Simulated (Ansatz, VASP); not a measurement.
Ca in VASP and in Ansatz

```
Ca
1.0
     3.50655    0.00000    0.00000
     0.00000    3.50655    0.00000
     0.00000    0.00000    3.50655
Ca
1
Direct
  0.00000 0.00000 0.00000
```

Alike in both runs: functional r2SCAN; k mesh 9 × 9 × 9; occupations fermi-dirac, width 0.1 eV; no spin polarisation.

Ansatz relaxed the structure, and its values are those at the end. VASP's run is a single point on that final structure, the one shown.

```csv
,VASP,Ansatz
version,VASP 6.6.1,Ansatz 0.2.0
potentials or method,"VASP PAW PBE potentials, release 64 (Ca_sv), cutoff 520 eV","plane waves (500 eV) with PAW, scalar-relativistic"
valence electrons in the cell,10,10
```

```tsv
	VASP	Ansatz	Ansatz less VASP
pressure (GPa)	0.0	0.0	-0.02
```

VASP's potentials were made for PBE, not for r2SCAN. With one functional, cell and mesh, what is left measures potentials, basis and numerics.
